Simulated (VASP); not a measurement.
Write the native input for VASP 6.6.1 that does the following.

- Task: single point
- Functional: r2SCAN
- Potentials or basis: VASP PAW PBE potentials, release 64 (Ta_pv, C)
- Cutoff: 520 eV
- k mesh: 12 × 12 × 8
- Occupations: gaussian, width 0.1 eV
- Spin: no spin polarisation
- Dipole correction: no
- Further INCAR settings: ALGO = Normal; EDIFF = 1e-06; NBANDS = 20

Crystal: Ta2C.

```xyz
3
Lattice="3.1059 0.0000 0.0000 -1.5530 2.6898 0.0000 0.0000 0.0000 4.9464" Properties=species:S:1:pos:R:3 pbc="T T T"
Ta    0.0000    1.7932    1.2465
Ta    1.5530    0.8966    3.6999
C     0.0000    0.0000    0.0000
```

The input as run:

POSCAR

```
Ta2C
1.0
    3.1059007354      0.0000000000      0.0000000000
   -1.5529503677      2.6897889385      0.0000000000
    0.0000000000      0.0000000000      4.9464000000
Ta C
2 1
Direct
    0.3333333333      0.6666666667      0.2520100000
    0.6666666667      0.3333333333      0.7479900000
    0.0000000000      0.0000000000      0.0000000000
```

INCAR.step1

```
PREC = Accurate
ENCUT = 520
ISMEAR = 0
SIGMA = 0.1
LREAL = F
LASPH = T
NELM = 100
NBANDS = 20
GGA = PE
ALGO = Normal
EDIFF = 1E-4
LWAVE = T
LCHARG = F
```

INCAR.step2

```
PREC = Accurate
ENCUT = 520
EDIFF = 1E-6
ISMEAR = 0
SIGMA = 0.1
LREAL = F
LASPH = T
NELM = 100
ALGO = Normal
ISIF = 2
LWAVE = F
LCHARG = T
METAGGA = R2SCAN
LMIXTAU = T
LELF = T
LVHAR = T
NBANDS = 20
ISTART = 1
```

KPOINTS

```
Automatic mesh
0
Gamma
  12 12 8
```

Potentials or basis: VASP PAW PBE potentials, release 64 (Ta_pv, C).

The run is started by

```sh
$ cat potpaw_PBE.64/Ta_pv/POTCAR potpaw_PBE.64/C/POTCAR > POTCAR
$ cp INCAR.step1 INCAR
$ mpirun -np 1 vasp_std > vasp.out
$ cp INCAR.step2 INCAR
$ mpirun -np 1 vasp_std > vasp.out
```

It gave:

```yaml
Pressure: 1.9 GPa
Largest_force: 0.238 eV/Å
Band_gap_on_the_k_mesh: zero (band 13 reaches 7.10 eV, above the bottom of band 14 at 6.35 eV)
```

Caveat: the PAW data sets were made with another functional, which shifts forces and pressure a little; spin-orbit coupling is left out, which moves the levels of the heavy elements.

It took 12 min on 1 thread of AMD EPYC 7R43 64-Core Processor (Zen 3), on a shared host, peak memory 0.2 GiB.
